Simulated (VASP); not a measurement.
# TiCo (Pm-3m) in VASP: single point with PBE

Aim: the single point of TiCo with PBE.

All numbers are computed with VASP 6.6.1; they aren't measurements. Logs are shortened: lines on timing, memory, paths and dates and some standing lists are left out, and cuts for length are marked.

## Step 1: The cell of the first run

The structure is cubic, space group Pm-3m (No. 221). Conventional cell: a = 2.836 Å, b = 2.836 Å, c = 2.836 Å, α = 90.00°, β = 90.00°, γ = 90.00°. Within 3.2 Å of Ti (site symmetry m-3m) lie 8 Co at 2.46 Å and 6 Ti at 2.84 Å. Within 3.2 Å of Co (site symmetry m-3m) lie 8 Ti at 2.46 Å and 6 Co at 2.84 Å.

## Step 2: Single point, PBE, collinear spin, ferromagnetic start (strain -0.050 along x and y, -0.050 along z)

Input file INCAR:

```
SYSTEM = TiCo
PREC = Accurate
ENCUT = 520
EDIFF = 1E-6
ISMEAR = 0
SIGMA = 0.15
LREAL = .False.
LASPH = .True.
NELM = 150
ALGO = Normal
ISIF = 2
LWAVE = .False.
LCHARG = .True.
ISPIN = 2
MAGMOM = 0 1.09
LORBIT = 11
LMAXMIX = 4
GGA = PE
LELF = .True.
LVHAR = .True.
NBANDS = 22
```

Input file KPOINTS:

```
regular mesh
0
Gamma
  20 20 20
  0 0 0
```

Input file POSCAR:

```
TiCo
1.0
    2.8363079286      0.0000000000      0.0000000000
    0.0000000000      2.8363079286      0.0000000000
    0.0000000000      0.0000000000      2.8363079286
Ti Co
1 1
Direct
    0.0000000000      0.0000000000      0.0000000000
    0.5000000000      0.5000000000      0.5000000000
```

Potentials or basis: VASP PAW PBE potentials, release 64 (Ti_sv, Co).

Command:

```
$ cat potpaw_PBE.64/Ti_sv/POTCAR potpaw_PBE.64/Co/POTCAR > POTCAR
$ mpirun -np 1 vasp_std > vasp.out
```

OUTCAR:

```text
SYSTEM = TiCo
   PREC = Accurate
   ENCUT = 520
   EDIFF = 1E-6
   ISMEAR = 0
   LREAL = .False.
   LASPH = .True.
   NELM = 150
   ISIF = 2
   ISPIN = 2
   LORBIT = 11
   GGA = PE

 ion  position               nearest neighbor table
   1  0.000  0.000  0.000-   2 2.46   2 2.46   2 2.46   2 2.46   2 2.46   2 2.46   2 2.46   2 2.46

   2  0.500  0.500  0.500-   1 2.46   1 2.46   1 2.46   1 2.46   1 2.46   1 2.46   1 2.46   1 2.46

  LATTYP: Found a simple cubic cell.
 ALAT       =     2.8363079286

  Lattice vectors:

 A1 = (   2.8363079286,   0.0000000000,   0.0000000000)
 A2 = (   0.0000000000,   2.8363079286,   0.0000000000)
 A3 = (   0.0000000000,   0.0000000000,   2.8363079286)

Analysis of symmetry for initial positions (statically):
=====================================================================
 Subroutine PRICEL returns:
 Original cell was already a primitive cell.

 Routine SETGRP: Setting up the symmetry group for a
 simple cubic supercell.

 Subroutine GETGRP returns: Found 48 space group operations
 (whereof 48 operations were pure point group operations)
 out of a pool of 48 trial point group operations.

The static configuration has the point symmetry O_h .

Analysis of symmetry for dynamics (positions and initial velocities):
=====================================================================
 Subroutine PRICEL returns:
 Original cell was already a primitive cell.

 Routine SETGRP: Setting up the symmetry group for a
 simple cubic supercell.

 Subroutine GETGRP returns: Found 48 space group operations
 (whereof 48 operations were pure point group operations)
 out of a pool of 48 trial point group operations.

The dynamic configuration has the point symmetry O_h .

Analysis of structural, dynamic, and magnetic symmetry:
=====================================================================
 Subroutine PRICEL returns:
 Original cell was already a primitive cell.

 Routine SETGRP: Setting up the symmetry group for a
 simple cubic supercell.

 Subroutine GETGRP returns: Found 48 space group operations
 (whereof 48 operations were pure point group operations)
 out of a pool of 48 trial point group operations.

The overall configuration has the point symmetry O_h .

 Subroutine INISYM returns: Found 48 space group operations
 (whereof 48 operations are pure point group operations),
 and found     1 'primitive' translations

----------------------------------------------------------------------------------------

                                     Primitive cell

  volume of cell :      22.8171
[... 107 lines left out ...]
   IMIX   =      4    mixing-type and parameters
     AMIX     =   0.40;   BMIX     =  1.00
     AMIX_MAG =   1.60;   BMIX_MAG =  1.00
  volume/ion in A,a.u.               =      11.41        76.99
  Fermi-wavevector in a.u.,A,eV,Ry     =   1.592433  3.009262 34.502244  2.535843
  Thomas-Fermi vector in A             =   2.690819
   LORBIT       =     11    0 simple, 1 ext, 2 COOP (PROOUT), +10 PAW based schemes
   GGA     = PE    functional components
   LHFCALC =     F    Hartree Fock is set to
   AEXX    =    0.0000 exact exchange contribution
   IVDW    =     0    specifies the selected vdW correction
   LEPSILON=     F    determine dielectric tensor
   LRPA    =     F    only Hartree local field effects (RPA)
 spin polarized calculation
 Gauss-broadening in eV      SIGMA  =   0.15
  energy-cutoff  :      520.00
  volume of cell :       22.82
 maximum number of plane-waves:       628
 NGX is ok and might be reduce to    24
   NGX = 11   NGY = 11   NGZ = 11

 number of electron      20.9999992 magnetization       0.2818013

 Free energy of the ion-electron system (eV)
  ---------------------------------------------------
  ext. energy  EPLUGINS =         0.00000000
  ---------------------------------------------------
  free energy    TOTEN  =       -15.34934762 eV

  energy without entropy =      -15.32207831  energy(sigma->0) =      -15.33571297

 E-fermi :  12.0879     XC(G=0): -13.4191

 val. band max:       12.0876240244   @ k =   0.5000   0.5000   0.0500
 cond. band min:      12.0881444042   @ k =   0.4500   0.3500   0.2000
 fundamental gap:      0.0005203798
 Fermi energy:        12.0878780746

 spin component 1

 k-point     1 :       0.0000    0.0000    0.0000
  band No.  band energies     occupation
      1     -44.8981      1.00000
      2     -20.9276      1.00000
      3     -20.9276      1.00000
      4     -20.9276      1.00000
      5       3.7672      1.00000
      6       7.3077      1.00000
[... 589 lines left out ...]
     21      32.8415      0.00000
     22      33.9282      0.00000

 [... further k-points ...]

 spin component 2

 k-point     1 :       0.0000    0.0000    0.0000
  band No.  band energies     occupation
      1     -44.8823      1.00000
      2     -20.9118      1.00000
      3     -20.9118      1.00000
      4     -20.9118      1.00000
      5       3.7778      1.00000
      6       7.4964      1.00000
[... 589 lines left out ...]
     21      32.8307      0.00000
     22      33.9127      0.00000

 [... further k-points ...]
[... 5 lines left out ...]
  --------------------------------------------------------------------------------------
  -------------------------------------------------------------------------------------
  Total        4.6475423      4.6475423      4.6475423      0.0000000      0.0000000      0.0000000
  in kB      326.3426223    326.3426223    326.3426223      0.0000000      0.0000000      0.0000000
  external PRESSURE =     326.3426223 kB  Pullay stress =       0.0000000 kB

 VOLUME and BASIS-vectors are now :
 -----------------------------------------------------------------------------
  energy-cutoff  :      520.00
  volume of cell :       22.82
      direct lattice vectors                 reciprocal lattice vectors
     2.836307929  0.000000000  0.000000000     0.352571027  0.000000000  0.000000000
     0.000000000  2.836307929  0.000000000     0.000000000  0.352571027  0.000000000
     0.000000000  0.000000000  2.836307929     0.000000000  0.000000000  0.352571027

 POSITION                                       TOTAL-FORCE (eV/Angst)
 -----------------------------------------------------------------------------------
      0.00000      0.00000      0.00000         0.000000      0.000000      0.000000
      1.41815      1.41815      1.41815         0.000000      0.000000      0.000000
 -----------------------------------------------------------------------------------
    total drift:                                0.000000      0.000000     -0.000000

  FREE ENERGIE OF THE ION-ELECTRON SYSTEM (eV)
  ---------------------------------------------------
  free  energy   TOTEN  =       -15.3493476231 eV

  energy  without entropy=      -15.3220783123  energy(sigma->0) =      -15.33571297

 total charge

# of ion       s       p       d       tot
------------------------------------------
    1        2.287   6.236   2.019  10.542
    2        0.589   0.549   7.451   8.588
--------------------------------------------------
tot          2.876   6.784   9.470  19.130

 magnetization (x)

# of ion       s       p       d       tot
------------------------------------------
    1       -0.001  -0.004   0.015   0.011
    2        0.012  -0.001   0.267   0.278
--------------------------------------------------
tot          0.011  -0.005   0.282   0.289
```

stdout:

```text
POSCAR found type information on POSCAR TiCo
 POSCAR found :  2 types and       2 ions
 scaLAPACK will be used
 LDA part: xc-table for (Slater+PW92), standard interpolation
 POSCAR, INCAR and KPOINTS ok, starting setup
 FFT: planning ... GRIDC
 FFT: planning ... GRID_SOFT
 FFT: planning ... GRID
 WAVECAR not read
 entering main loop
```

It took 2.2 min on 1 thread of Intel Xeon Platinum 8488C (Sapphire Rapids), shared host; peak memory 0.33 GiB.

What came out:

```
Free energy                                           : -15.3493 eV
Pressure                                              : 32.6 GPa
Net moment                                            : 0.28 μB per cell
Site moments                                          : Ti +0.01; Co +0.28 μB
Valence electrons inside the program's atomic spheres : Ti 10.54; Co 8.59
```

Levels at points of the mesh, in eV from the Fermi level:
Spin up:
```csv
k point,band 7,band 8,band 9,band 10,band 11,band 12,band 13,band 14,band 15,band 16
"(0.00, 0.00, 0.00)",-4.78,-1.90,-1.90,-1.90,0.78,0.78,3.24,3.24,3.24,10.16
"(0.50, 0.00, 0.00)",-3.16,-1.98,-1.98,-1.40,-1.12,0.09,0.66,0.66,2.60,4.68
"(0.50, 0.50, 0.00)",-3.06,-3.06,-0.97,-0.33,0.93,0.93,1.38,3.05,3.05,3.68
"(0.50, 0.50, 0.50)",-2.93,-2.60,-2.60,-2.60,-0.93,-0.93,3.77,3.77,8.40,9.70
```
Spin down:
| k point | band 7 | band 8 | band 9 | band 10 | band 11 | band 12 | band 13 | band 14 |
| --- | --- | --- | --- | --- | --- | --- | --- | --- |
| (0.00, 0.00, 0.00) | -4.59 | -1.74 | -1.74 | -1.74 | 0.97 | 0.97 | 3.29 | 3.29 |
| (0.50, 0.00, 0.00) | -2.81 | -1.81 | -1.81 | -1.22 | -1.13 | 0.43 | 0.69 | 0.69 |
| (0.50, 0.50, 0.00) | -2.93 | -2.93 | -0.52 | 0.00 | 0.93 | 0.93 | 1.44 | 3.13 |
| (0.50, 0.50, 0.50) | -2.79 | -2.58 | -2.58 | -2.58 | -0.48 | -0.48 | 3.77 | 3.77 |

Caveat: the cell differs from its parent crystal (strain -0.050 along x and y, -0.050 along z); the cell stands under pressure.
